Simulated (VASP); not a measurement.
# HgTe (Fm-3m) in VASP: a series of runs, part 3 of 3

VASP 6.6.1. The steps go on from the part before.

### 4 Single point, PBE

INCAR

```
  PREC = Accurate
  ENCUT = 500
  EDIFF = 1E-6
  ISMEAR = -1
  SIGMA = 0.05
  LREAL = F
  LASPH = T
  NELM = 120
  ALGO = Normal
  ISIF = 2
  LWAVE = F
  LCHARG = F
  GGA = PE
  NBANDS = 16
  GGA_COMPAT = F
```

KPOINTS

```
regular mesh
0
Gamma
  7 7 7
```

POSCAR

```
HgTe
1.0
    0.0000000000      3.2218469041      3.2218469041
    3.2218469041      0.0000000000      3.2218469041
    3.2218469041      3.2218469041      0.0000000000
Hg Te
1 1
Direct
    0.0000000000      0.0000000000      0.0000000000
    0.5000000000      0.5000000000      0.5000000000
```

Potentials or basis: VASP PAW PBE potentials, release 64 (Hg, Te).

Command:

```console
$ cat potpaw_PBE.64/Hg/POTCAR potpaw_PBE.64/Te/POTCAR > POTCAR
$ mpirun -np 1 vasp_std > vasp.out
```

OUTCAR:

```text
PREC = Accurate
   ENCUT = 500
   EDIFF = 1E-6
   ISMEAR = -1
   LREAL = F
   LASPH = T
   NELM = 120
   ISIF = 2
   GGA = PE

 ion  position               nearest neighbor table
   1  0.000  0.000  0.000-   2 3.22   2 3.22   2 3.22   2 3.22   2 3.22   2 3.22
   2  0.500  0.500  0.500-   1 3.22   1 3.22   1 3.22   1 3.22   1 3.22   1 3.22

  LATTYP: Found a face centered cubic cell.
 ALAT       =     6.4436938082

  Lattice vectors:

 A1 = (   0.0000000000,   3.2218469041,   3.2218469041)
[... 558 lines left out ...]

------------------------ aborting loop because EDIFF is reached ----------------------------------------

  FORCE on cell =-STRESS in cart. coord.  units (eV):
  Direction    XX          YY          ZZ          XY          YZ          ZX
  --------------------------------------------------------------------------------------
  -------------------------------------------------------------------------------------
  Total       -1.8853934     -1.8853934     -1.8853934      0.0000000     -0.0000000     -0.0000000
  in kB      -45.1614483    -45.1614483    -45.1614483      0.0000000     -0.0000000     -0.0000000
  external PRESSURE =     -45.1614483 kB  Pullay stress =       0.0000000 kB

 VOLUME and BASIS-vectors are now :
 -----------------------------------------------------------------------------
  energy-cutoff  :      500.00
  volume of cell :       66.89
      direct lattice vectors                 reciprocal lattice vectors
     0.000000000  3.221846904  3.221846904    -0.155190490  0.155190490  0.155190490
     3.221846904  0.000000000  3.221846904     0.155190490 -0.155190490  0.155190490
     3.221846904  3.221846904  0.000000000     0.155190490  0.155190490 -0.155190490

 POSITION                                       TOTAL-FORCE (eV/Angst)
 -----------------------------------------------------------------------------------
      0.00000      0.00000      0.00000         0.000000      0.000000      0.000000
      3.22185      3.22185      3.22185         0.000000      0.000000     -0.000000
 -----------------------------------------------------------------------------------
    total drift:                               -0.000000      0.000000      0.000000

  FREE ENERGIE OF THE ION-ELECTRON SYSTEM (eV)
  ---------------------------------------------------
  free  energy   TOTEN  =        -3.2173067747 eV

  energy  without entropy=       -3.2077334465  energy(sigma->0) =       -3.21252011
```

OSZICAR:

```text
N       E                     dE             d eps       ncg     rms          rms(c)
DAV:   1     0.960308559909E+02    0.96031E+02   -0.79427E+03   664   0.941E+02
DAV:   2    -0.157424087155E+00   -0.96188E+02   -0.89114E+02   776   0.216E+02
DAV:   3    -0.337261211032E+01   -0.32152E+01   -0.32078E+01   760   0.407E+01
DAV:   4    -0.339764116956E+01   -0.25029E-01   -0.25027E-01   936   0.336E+00
DAV:   5    -0.339772617616E+01   -0.85007E-04   -0.85007E-04   776   0.161E-01    0.472E+00
DAV:   6    -0.322035219545E+01    0.17737E+00   -0.37298E-01   760   0.676E+00    0.395E+00
DAV:   7    -0.321764290981E+01    0.27093E-02   -0.44838E-02   712   0.143E+00    0.171E+00
DAV:   8    -0.321722001255E+01    0.42290E-03   -0.35401E-03   776   0.615E-01    0.311E-01
DAV:   9    -0.321727068955E+01   -0.50677E-04   -0.38868E-04   792   0.159E-01    0.416E-02
DAV:  10    -0.321729885916E+01   -0.28170E-04   -0.38198E-05   800   0.486E-02    0.278E-02
DAV:  11    -0.321730677255E+01   -0.79134E-05   -0.99884E-06   760   0.220E-02    0.934E-03
DAV:  12    -0.321730677466E+01   -0.21030E-08   -0.62578E-07   456   0.596E-03
   1 F= -.32173068E+01 E0= -.32125201E+01  d E =-.957333E-02
```

It took 43 s on 1 thread of Intel Xeon 8259CL, shared host; peak memory 0.21 GiB.

What came out:

```
Free energy            : -3.2173 eV
Pressure               : -4.5 GPa
Band gap on the k mesh : zero (band 9 reaches 2.85 eV, above the bottom of band 10 at 1.09 eV)
```

Caveat: spin-orbit coupling is left out, which moves the levels of the heavy elements.

### 5 Single point, PBE

This run uses another cell than the first one, of 34.09 Å³/atom, 1.019 times its volume.

INCAR

```
ALGO     = Normal         # electronic algorithm
EDIFF    = 1E-6           # SCF threshold, eV
ENCUT    = 500            # plane-wave cutoff, eV
GGA      = PE             # functional
GGA_COMPAT= F            
ISIF     = 2              # what is computed and relaxed
ISMEAR   = -1             # smearing method
LASPH    = T              # aspherical terms in the spheres
LCHARG   = F              # write CHGCAR
LREAL    = F              # projectors in reciprocal space
LWAVE    = F              # write WAVECAR
NBANDS   = 16             # bands
NELM     = 120            # most SCF steps
PREC     = Accurate       # precision mode
SIGMA    = 0.05           # smearing width, eV
```

KPOINTS

```
k-points
0
Gamma
  7 7 7
```

POSCAR

```
HgTe
1.0
    0.0000000000      3.2423687753      3.2423687753
    3.2423687753      0.0000000000      3.2423687753
    3.2423687753      3.2423687753      0.0000000000
Hg Te
1 1
Direct
    0.0000000000      0.0000000000      0.0000000000
    0.5000000000      0.5000000000      0.5000000000
```

Potentials or basis: VASP PAW PBE potentials, release 64 (Hg, Te).

Command:

```console
$ cat potpaw_PBE.64/Hg/POTCAR potpaw_PBE.64/Te/POTCAR > POTCAR
$ mpirun -np 1 vasp_std > vasp.out
```

OUTCAR:

```text
EDIFF = 1E-6
   ENCUT = 500
   GGA = PE
   ISIF = 2
   ISMEAR = -1
   LASPH = T
   LREAL = F
   NELM = 120
   PREC = Accurate

 ion  position               nearest neighbor table
   1  0.000  0.000  0.000-   2 3.24   2 3.24   2 3.24   2 3.24   2 3.24   2 3.24
   2  0.500  0.500  0.500-   1 3.24   1 3.24   1 3.24   1 3.24   1 3.24   1 3.24

  LATTYP: Found a face centered cubic cell.
 ALAT       =     6.4847375506

  Lattice vectors:
[... 559 lines left out ...]
     16      14.4564      0.00000

------------------------ aborting loop because EDIFF is reached ----------------------------------------

  FORCE on cell =-STRESS in cart. coord.  units (eV):
  Direction    XX          YY          ZZ          XY          YZ          ZX
  --------------------------------------------------------------------------------------
  -------------------------------------------------------------------------------------
  Total       -2.0631526     -2.0631526     -2.0631526      0.0000000     -0.0000000      0.0000000
  in kB      -48.4869322    -48.4869322    -48.4869322      0.0000000     -0.0000000      0.0000000
  external PRESSURE =     -48.4869322 kB  Pullay stress =       0.0000000 kB

 VOLUME and BASIS-vectors are now :
 -----------------------------------------------------------------------------
  energy-cutoff  :      500.00
  volume of cell :       68.17
      direct lattice vectors                 reciprocal lattice vectors
     0.000000000  3.242368775  3.242368775    -0.154208245  0.154208245  0.154208245
     3.242368775  0.000000000  3.242368775     0.154208245 -0.154208245  0.154208245
     3.242368775  3.242368775  0.000000000     0.154208245  0.154208245 -0.154208245

 POSITION                                       TOTAL-FORCE (eV/Angst)
 -----------------------------------------------------------------------------------
      0.00000      0.00000      0.00000         0.000000      0.000000     -0.000000
      3.24237      3.24237      3.24237         0.000000      0.000000      0.000000
 -----------------------------------------------------------------------------------
    total drift:                                0.000000      0.000000      0.000000

  FREE ENERGIE OF THE ION-ELECTRON SYSTEM (eV)
  ---------------------------------------------------
  free  energy   TOTEN  =        -3.1799298199 eV

  energy  without entropy=       -3.1698002502  energy(sigma->0) =       -3.17486504
```

stdout:

```text
POSCAR found type information on POSCAR HgTe
 POSCAR found :  2 types and       2 ions
 scaLAPACK will be used
 LDA part: xc-table for (Slater+PW92), standard interpolation
 POSCAR, INCAR and KPOINTS ok, starting setup
 FFT: planning ... GRIDC
 FFT: planning ... GRID_SOFT
 FFT: planning ... GRID
 WAVECAR not read
 entering main loop
```

Wall time 40 s (1 thread of Intel Xeon 8259CL, shared host); peak memory 0.21 GiB.

What came out:

* Free energy: -3.1799 eV
* Pressure: -4.8 GPa
* Band gap on the k mesh: zero (band 9 reaches 2.67 eV, above the bottom of band 10 at 0.97 eV)

Caveat: spin-orbit coupling is left out, which moves the levels of the heavy elements.

### 6 Overview

```tsv
level	cell	cutoff (eV)	gap on the mesh (eV)	pressure (GPa)
r2SCAN	a = 4.556 Å, angles 60.0°, 2 atoms	520	none	-5.7
r2SCAN	a = 4.585 Å, angles 60.0°, 2 atoms	520	none	-6.0
PBE	a = 4.556 Å, angles 60.0°, 2 atoms	500	none	-4.5
PBE	a = 4.585 Å, angles 60.0°, 2 atoms	500	none	-4.8
```

Alike in all rows: task single point; potentials or basis VASP PAW PBE potentials, release 64 (Hg, Te); no spin polarisation; k mesh 7 × 7 × 7; smearing fermi-dirac 0.05 eV.

Caveats: spin-orbit coupling is left out, which moves the levels of the heavy elements; the PAW data sets were made with another functional, which shifts forces and pressure a little (some runs).

Total energies depend on the potentials used, so only differences within one code and one set of settings carry meaning.
